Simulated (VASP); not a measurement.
# V: single point with LDA

V:

```xyz
2
Lattice="2.6043 0.0000 0.0000 -1.3021 2.2554 0.0000 0.0000 0.0000 4.7233" Properties=species:S:1:pos:R:3 pbc="T T T"
V     0.0000    1.5036    1.1808
V     1.3021    0.7518    3.5425
```

```json
{
  "Program": "VASP 6.6.1",
  "Task": "single point",
  "Functional": "LDA",
  "Potentials or basis": "VASP PAW LDA potentials, release 64 (V_sv)",
  "Cutoff": "520 eV",
  "k mesh": "12 × 12 × 6",
  "Occupations": "fermi-dirac, width 0.05 eV",
  "Spin": "collinear spin, ferromagnetic start",
  "Starting moments": "[2.0, 2.0] μB",
  "Dipole correction": "no",
  "Further INCAR settings": "ALGO = Normal; EDIFF = 1e-06; NBANDS = 24"
}
```

| Item | Value |
| --- | --- |
| Pressure | -12.6 GPa |
| Band gap on the k mesh | zero (filled and empty bands overlap) |
| Net moment | 0.00 μB per cell |
| Valence electrons inside the program's atomic spheres | V 11.65 |

Stress tensor (GPa, compression positive):
```
-13.14   0.00   0.00
  0.00 -13.14   0.00
  0.00   0.00 -11.41
```

Levels at points of the mesh, in eV from the Fermi level:
Spin up:
```csv
k point,band 9,band 10,band 11,band 12,band 13,band 14,band 15,band 16,band 17,band 18
"(0.00, 0.00, 0.00)",-6.77,-3.41,-0.59,-0.12,0.32,0.32,0.63,0.63,1.79,1.79
"(0.50, 0.00, 0.00)",-2.93,-2.83,-2.71,-0.38,-0.11,0.31,0.58,2.92,3.51,3.63
"(0.00, 0.00, 0.50)",-5.01,-5.01,-1.00,-1.00,0.35,0.35,0.35,0.35,2.46,2.46
"(0.50, 0.00, 0.50)",-3.24,-3.24,-1.80,-1.80,1.61,1.61,1.68,1.68,3.58,3.58
```
Spin down:
| k point | band 9 | band 10 | band 11 | band 12 | band 13 | band 14 | band 15 | band 16 | band 17 | band 18 |
| --- | --- | --- | --- | --- | --- | --- | --- | --- | --- | --- |
| (0.00, 0.00, 0.00) | -6.77 | -3.41 | -0.58 | -0.12 | 0.32 | 0.32 | 0.63 | 0.63 | 1.79 | 1.79 |
| (0.50, 0.00, 0.00) | -2.93 | -2.83 | -2.70 | -0.38 | -0.11 | 0.31 | 0.58 | 2.92 | 3.51 | 3.63 |
| (0.00, 0.00, 0.50) | -5.01 | -5.01 | -1.00 | -1.00 | 0.35 | 0.35 | 0.35 | 0.35 | 2.46 | 2.46 |
| (0.50, 0.00, 0.50) | -3.24 | -3.24 | -1.80 | -1.80 | 1.61 | 1.61 | 1.68 | 1.68 | 3.58 | 3.58 |

Run time: 67 s on 1 thread of Intel(R) Xeon(R) Platinum 8259CL CPU @ 2.50GHz (Skylake/Cascade Lake) (shared host), peak memory 0.18 GiB.
